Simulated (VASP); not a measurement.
H4C19, 23 atoms in the cell. The cell holds a slab with vacuum, 23 atoms: a = 7.398 Å, b = 7.398 Å, c = 13.000 Å, α = 90.00°, β = 90.00°, γ = 120.00°. 

| Property | Result |
| --- | --- |
| Program | VASP 6.6.1 |
| Task | single point |
| Functional | PBE |
| Dispersion | D3(BJ) |
| Potentials or basis | VASP PAW PBE potentials, release 64 (C, H) |
| Cutoff | 520 eV |
| k mesh | 2 × 2 × 1 |
| Occupations | gaussian, width 0.02 eV |
| Spin | no spin polarisation |
| Dipole correction | no |
| Further INCAR settings | LREAL = Auto; ALGO = Normal; EDIFF = 1e-06; NBANDS = 57 |

Potentials or basis: VASP PAW PBE potentials, release 64 (C, H).

Launch:

```bash
$ cat potpaw_PBE.64/C/POTCAR potpaw_PBE.64/H/POTCAR > POTCAR
$ mpirun -np 1 vasp_std > vasp.out
```

Hardware: 1 thread of AMD EPYC 9R45 96-Core Processor (Zen 5) (shared host).

Problem. Estimate the wall time of this run.

Solution. Run time: 3.9 min on 1 thread of AMD EPYC 9R45 96-Core Processor (Zen 5), on a shared host, peak memory 0.59 GiB. Counts: scf iterations 23, k points 4.
